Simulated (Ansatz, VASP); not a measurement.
## BN: VASP beside Ansatz

File POSCAR:

```
BN
1.0
    0.0000000000      1.8048137562      1.8048137562
    1.8048137562      0.0000000000      1.8048137562
    1.8048137562      1.8048137562      0.0000000000
B N
1 1
Direct
    0.0000000000      0.0000000000      0.0000000000
    0.7500000000      0.7500000000      0.7500000000
```

Contents of INCAR.step1:

```
SYSTEM = BN
  PREC = Accurate
  ENCUT = 520
  ISMEAR = 0
  SIGMA = 0.02
  LREAL = .False.
  LASPH = .True.
  NELM = 100
  NBANDS = 11
  GGA = PE
  ALGO = Normal
  EDIFF = 1E-4
  LWAVE = .True.
  LCHARG = .False.
```

The input INCAR.step2:

```
SYSTEM = BN
  PREC = Accurate
  ENCUT = 520
  EDIFF = 1E-6
  ISMEAR = 0
  SIGMA = 0.02
  LREAL = .False.
  LASPH = .True.
  NELM = 100
  ALGO = Normal
  ISIF = 2
  LWAVE = .False.
  LCHARG = .False.
  METAGGA = R2SCAN
  LMIXTAU = .True.
  NBANDS = 11
  ISTART = 1
```

File KPOINTS:

```
Automatic mesh
0
Gamma
  12 12 12
  0 0 0
```

Input for Ansatz:

```yaml
crystal:
  lattice:
    - [0.0, 1.8048137562, 1.8048137562]
    - [1.8048137562, 0.0, 1.8048137562]
    - [1.8048137562, 1.8048137562, 0.0]
  atoms:
    - { symbol: B, position: [0.0, 0.0, 0.0] }
    - { symbol: "N", position: [0.75, 0.75, 0.75] }
basis:
  ecutwfc: 500
kpoints:
  mp_grid: { grid: [12, 12, 12] }
hamiltonian:
  xc: r2scan
scf:
  occupations: { method: gaussian, width: 0.02 }
output:
  forces: false
  stress: false
  eigenvalues: true
  eigenstates:
    kpoints:
      - [0.0, 0.0, 0.0]
      - [0.0, 0.005744901, 0.005744901]
      - [0.0, -0.005744901, -0.005744901]
      - [0.005744901, 0.0, 0.005744901]
      - [-0.005744901, 0.0, -0.005744901]
      - [0.005744901, 0.005744901, 0.0]
      - [-0.005744901, -0.005744901, 0.0]
      - [0.004062258, 0.004062258, 0.008124516]
      - [-0.004062258, -0.004062258, -0.008124516]
      - [0.004062258, 0.008124516, 0.004062258]
      - [-0.004062258, -0.008124516, -0.004062258]
      - [0.008124516, 0.004062258, 0.004062258]
      - [-0.008124516, -0.004062258, -0.004062258]
      - [0.00663364, 0.00663364, 0.00663364]
      - [-0.00663364, -0.00663364, -0.00663364]
      - [0.0, 0.5, 0.5]
      - [0.0, 0.505744901, 0.505744901]
      - [0.0, 0.494255099, 0.494255099]
      - [0.005744901, 0.5, 0.505744901]
      - [-0.005744901, 0.5, 0.494255099]
      - [0.005744901, 0.505744901, 0.5]
      - [-0.005744901, 0.494255099, 0.5]
      - [0.004062258, 0.504062258, 0.508124516]
      - [-0.004062258, 0.495937742, 0.491875484]
      - [0.004062258, 0.508124516, 0.504062258]
      - [-0.004062258, 0.491875484, 0.495937742]
      - [0.008124516, 0.504062258, 0.504062258]
      - [-0.008124516, 0.495937742, 0.495937742]
      - [0.00663364, 0.50663364, 0.50663364]
      - [-0.00663364, 0.49336636, 0.49336636]
    e_range: [-6.502912, 6.502912]
checkpoint:
  read: start.run
  write: ck
  compress: false
  write_wavefunctions: false
  write_every: 100000
```

Alike in both runs: task single point; functional r2SCAN; k mesh 12 × 12 × 12; occupations gaussian, width 0.02 eV; no spin polarisation.

|  | VASP | Ansatz |
| --- | --- | --- |
| version | VASP 6.6.1 | Ansatz 0.2.0 |
| potentials or method | VASP PAW PBE potentials, release 64 (B, N), cutoff 520 eV | scalar-relativistic, plane waves, PAW |
| valence electrons in the cell | 8 | 8 |

```csv
,VASP,Ansatz,Ansatz less VASP
gap on the k mesh at the Fermi level (eV),4.98,5.00,+0.021
least direct gap on the mesh (eV),9.55,9.59,+0.039
```

VASP's potentials were made for PBE, not for r2SCAN.
